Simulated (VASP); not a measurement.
Write the native input for VASP 6.6.1 that does the following.

```
Task                   : single point
Functional             : PBEsol
Potentials or basis    : VASP PAW PBE potentials, release 64 (Mg)
Cutoff                 : 520 eV
k mesh                 : 16 × 16 × 16
Occupations            : fermi-dirac, width 0.05 eV
Spin                   : no spin polarisation
Dipole correction      : no
Further INCAR settings : ALGO = Normal; EDIFF = 1e-06; NBANDS = 7
```

The structure of Mg lies in POSCAR:

```
Mg
1.0
   -1.4959298597      1.4959298597      1.4959298597
    1.4959298597     -1.4959298597      1.4959298597
    1.4959298597      1.4959298597     -1.4959298597
Mg
1
Direct
    0.0000000000      0.0000000000      0.0000000000
```

This cell differs from its parent crystal: volume scaled by 1.04.

The input as run:

INCAR

```
  PREC = Accurate
  ENCUT = 520
  EDIFF = 1E-6
  ISMEAR = -1
  SIGMA = 0.05
  LREAL = F
  LASPH = T
  NELM = 60
  ALGO = Normal
  ISIF = 2
  LWAVE = F
  LCHARG = F
  GGA = PS
  NBANDS = 7
```

KPOINTS

```
Automatic mesh
0
Gamma
  16 16 16
```

Potentials or basis: VASP PAW PBE potentials, release 64 (Mg).

Run with:

```bash
$ cat potpaw_PBE.64/Mg/POTCAR > POTCAR
$ mpirun -np 1 vasp_std > vasp.out
```

It gave:

```
Pressure               : 52.9 GPa
Band gap on the k mesh : zero (band 1 reaches 10.10 eV, above the bottom of band 2 at 5.25 eV)
```

Caveat: the PAW data sets were made with another functional, which shifts forces and pressure a little.

It took 7.8 s on 1 thread of Intel Xeon 6975P-C, with other jobs on the host, peak memory 0.13 GiB.
